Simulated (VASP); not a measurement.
Input of a VASP 6.6.1 run:

INCAR

```
SYSTEM = Cd5HgS6
PREC     = Accurate       ! precision mode
ENCUT    = 600            ! plane-wave cutoff, eV
EDIFF    = 1E-7           ! SCF threshold, eV
ISMEAR   = 0              ! smearing method
SIGMA    = 0.1            ! smearing width, eV
LREAL    = .FALSE.        ! projectors in reciprocal space
LASPH    = .TRUE.         ! aspherical terms in the spheres
NELM     = 60             ! most SCF steps
ALGO     = Normal         ! electronic algorithm
ISIF     = 3              ! what is computed and relaxed
LWAVE    = .FALSE.        ! write WAVECAR
LCHARG   = .FALSE.        ! write CHGCAR
GGA      = PE             ! functional
IBRION   = 2              ! ionic algorithm
NSW      = 90             ! ionic steps
EDIFFG   = -0.04          ! ionic threshold
```

The input KPOINTS:

```
regular mesh
0
G
  6 6 1
  0 0 0
```

The input POSCAR:

```
Cd5HgS6
1.0
    4.0905539100      0.0000000000      0.0000000000
   -2.0452769600      3.5425236100      0.0000000000
    0.0000000000      0.0000000000     19.9214902500
Cd Hg S
5 1 6
Direct
    0.3333333300      0.6666666700      0.0000000000
    0.3333333300      0.6666666700      0.6666666700
    0.6666666700      0.3333333300      0.1666666700
    0.6666666700      0.3333333300      0.5000000000
    0.6666666700      0.3333333300      0.8333333300
    0.3333333300      0.6666666700      0.3333333300
    0.3333333300      0.6666666700      0.1250000000
    0.3333333300      0.6666666700      0.4583333300
    0.3333333300      0.6666666700      0.7916666700
    0.6666666700      0.3333333300      0.2916666700
    0.6666666700      0.3333333300      0.6250000000
    0.6666666700      0.3333333300      0.9583333300
```

Potentials or basis: VASP PAW PBE potentials, release 64 (Cd, Hg, S).

Command:

```sh
$ cat potpaw_PBE.64/Cd/POTCAR potpaw_PBE.64/Hg/POTCAR potpaw_PBE.64/S/POTCAR > POTCAR
$ mpirun -np 1 vasp_std > vasp.out
```

Predict the relaxed volume.

26.33 Å³/atom.

What does it give for the band gap on the k mesh?

0.63 eV.

Estimate the space group after relaxing (to 0.1 Å).

P3m1 (No. 156).

Predict the relaxed cell.

a = 4.211 Å, b = 4.211 Å, c = 20.568 Å, α = 90.00°, β = 90.00°, γ = 120.00°.

Step by step:
| step | energy change (eV) | largest force (eV/Å) | pressure (GPa) | volume (Å³) |
| --- | --- | --- | --- | --- |
| 1 | 0.0000 | 0.2711 | 5.83 | 288.68 |
| 2 | -0.3980 | 0.0681 | -1.67 | 326.81 |
| 3 | -0.4574 | 0.1057 | 0.01 | 315.70 |
| 4 | -0.4573 | 0.1034 | -0.08 | 316.26 |
| 5 | -0.4583 | 0.0720 | 0.01 | 315.66 |
| 6 | -0.4587 | 0.0578 | 0.13 | 314.98 |
| 7 | -0.4594 | 0.0499 | 0.07 | 315.32 |
| 8 | -0.4598 | 0.0356 | -0.03 | 315.92 |

Caveat: spin-orbit coupling is left out, which moves the levels of the heavy elements.
